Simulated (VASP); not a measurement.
Wanted: the native input for a VASP 6.6.1 run.

```
Task                   : single point
Functional             : revPBE
Potentials or basis    : VASP PAW PBE potentials, release 64 (Si)
Cutoff                 : 520 eV
k mesh                 : 15 × 15 × 8
Occupations            : fermi-dirac, width 0.1 eV
Spin                   : no spin polarisation
Dipole correction      : no
Further INCAR settings : ALGO = Normal; EDIFF = 1e-06; NBANDS = 11
```

The structure of Si lies in POSCAR:

```
Si
1.0
    2.6731656725      0.0000000000      0.0000000000
   -1.3365828363      2.3150293809      0.0000000000
    0.0000000000      0.0000000000      4.5052261953
Si
2
Direct
    0.3333333333      0.6666666667      0.2500000000
    0.6666666667      0.3333333333      0.7500000000
```

This cell differs from its parent crystal: volume scaled by 0.96.

One way to write it, as run:

INCAR

```
SYSTEM = Si
PREC = Accurate
ENCUT = 520
EDIFF = 1E-6
ISMEAR = -1
SIGMA = 0.1
LREAL = .False.
LASPH = .True.
NELM = 80
ALGO = Normal
ISIF = 2
LWAVE = .False.
LCHARG = .False.
GGA = RE
NBANDS = 11
```

KPOINTS

```
regular mesh
0
Gamma
  15 15 8
  0 0 0
```

Potentials or basis: VASP PAW PBE potentials, release 64 (Si).

The run is started by

```bash
$ cat potpaw_PBE.64/Si/POTCAR > POTCAR
$ mpirun -np 1 vasp_std > vasp.out
```

It gave:

```yaml
Pressure: 3.0 GPa
Band_gap_on_the_k_mesh: zero (band 4 reaches 19.73 eV, above the bottom of band 5 at 7.00 eV)
```

Caveat: the PAW data sets were made with another functional, which shifts forces and pressure a little.

Wall time 14 s on 1 thread of AMD EPYC 9R45 96-Core Processor (Zen 5), with other jobs on the host, peak memory 0.12 GiB.
